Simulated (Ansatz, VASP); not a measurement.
# O: VASP beside Ansatz

```
CELL_PARAMETERS angstrom
9.00000 0.00000 0.00000
0.00000 9.50000 0.00000
0.00000 0.00000 10.00000
ATOMIC_POSITIONS crystal
O 0.50000 0.50000 0.43949
O 0.50000 0.50000 0.56051
```

Alike in both runs: functional PBEsol; k mesh 1 × 1 × 1; collinear spin.

Ansatz relaxed the structure, and its values are those at the end. VASP's run is a single point on that final structure, the one shown.

```csv
,VASP,Ansatz
version,VASP 6.6.1,Ansatz 0.2.0
potentials or method,"VASP PAW PBE potentials, release 64 (O), cutoff 520 eV","plane waves, PAW"
occupations,"methfessel-paxton of order 1, width 0.05 eV","cold, width 0.05 eV"
valence electrons in the cell,12,12
```

VASP gave:

```
rms of the force components (eV/Å)                            : 0.790
net moment per atom (μB)                                      : 1.00
size of the moment on the site where the two differ most (μB) : 0.81
```

Problem. Estimate Ansatz's values.

Solution. rms of the force components (eV/Å): 0.005; net moment per atom (μB): 1.00; size of the moment on the site where the two differ most (μB): 0.55.

VASP's potentials were made for PBE, not for PBEsol. Site moments also hang on the region over which each program counts them. Ansatz's warnings: end state compared, stress scf threshold loose.

Noted on VASP's run: the standard files for N, O and F lose accuracy on very short bonds.
